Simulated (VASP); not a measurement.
Crystal: Li2B.

```
CELL_PARAMETERS angstrom
3.09286 0.00000 0.00000
-1.54643 2.67850 0.00000
0.00000 0.00000 3.34786
ATOMIC_POSITIONS crystal
Li 0.33333 0.66667 0.50000
Li 0.66667 0.33333 0.50000
B 0.00000 0.00000 0.00000
```

| Quantity | Value |
| --- | --- |
| Program | VASP 6.6.1 |
| Task | relaxation of cell and atoms |
| Functional | PBE |
| Potentials or basis | VASP PAW PBE potentials, release 64 (Li_sv, B_h) |
| Cutoff | 910 eV |
| k mesh | 6 × 6 × 6 |
| Occupations | gaussian, width 0.1 eV |
| Spin | no spin polarisation |

At the start: pressure 8.0 GPa; volume 9.24 Å³/atom.

Task: How do energy, volume and symmetry change on relaxing?

Result: Over 12 steps the energy falls by 813.0 meV/atom and the volume is 8.98 Å³/atom (-2.8 %); space group P6/mmm (No. 191, to 0.05 Å).

Step by step:
```
step  energy change (eV)  largest force (eV/Å)  pressure (GPa)  volume (Å³)
   1              0.0000                0.0000            7.96        27.73
   2             -0.4818                0.0000            4.25        29.53
   3             -1.4357                0.0000           -6.35        34.15
   4             -0.8330                0.0000          -11.08        38.09
   5             -1.8180                0.0000           -9.76        35.99
   6             -1.8928                0.0000          -10.51        36.49
   7             -2.2017                0.0000           -8.43        32.43
   8             -2.2114                0.0000           -9.07        32.97
   9             -2.4187                0.0000           -3.04        28.37
  10             -2.4368                0.0000           -0.10        26.98
  11             -2.4371                0.0000            0.33        26.80
  12             -2.4389                0.0000           -0.02        26.95
```

Final structure:
```
CELL_PARAMETERS angstrom
3.87189 0.00000 0.00000
-1.93594 3.35315 0.00000
0.00000 0.00000 2.07614
ATOMIC_POSITIONS crystal
Li 0.33333 0.66667 0.50000
Li 0.66667 0.33333 0.50000
B 0.00000 0.00000 0.00000
```

Caveat: the k points lie up to 0.50 Å⁻¹ apart in the final cell.
